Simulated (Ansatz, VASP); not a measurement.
Sn in VASP and in Ansatz

```
Sn
1.0
    -1.89465    1.89465    1.89465
     1.89465   -1.89465    1.89465
     1.89465    1.89465   -1.89465
Sn
1
Direct
  0.00000 0.00000 0.00000
```

Alike in both runs: task single point; functional LDA; k mesh 6 × 6 × 6; occupations gaussian, width 0.1 eV; no spin polarisation.

|  | VASP | Ansatz |
| --- | --- | --- |
| version | VASP 6.6.1 | Ansatz 0.2.0 |
| potentials or method | VASP PAW LDA potentials, release 64 (Sn_d), cutoff 500 eV | scalar-relativistic, plane waves, PAW |
| valence electrons in the cell | 14 | 14 |

|  | VASP | Ansatz | Ansatz less VASP |
| --- | --- | --- | --- |
| gap on the k mesh at the Fermi level (eV) | none | none | - |
| pressure (GPa) | -3.5 | -3.5 | +0.01 |

LDA's correlation is that of Perdew and Zunger in VASP and of Perdew and Wang (1992) in Ansatz. A gap of «none» marks a metal or a gap that the smearing closes.

The k mesh is coarse, so the values compare programs but aren't converged.
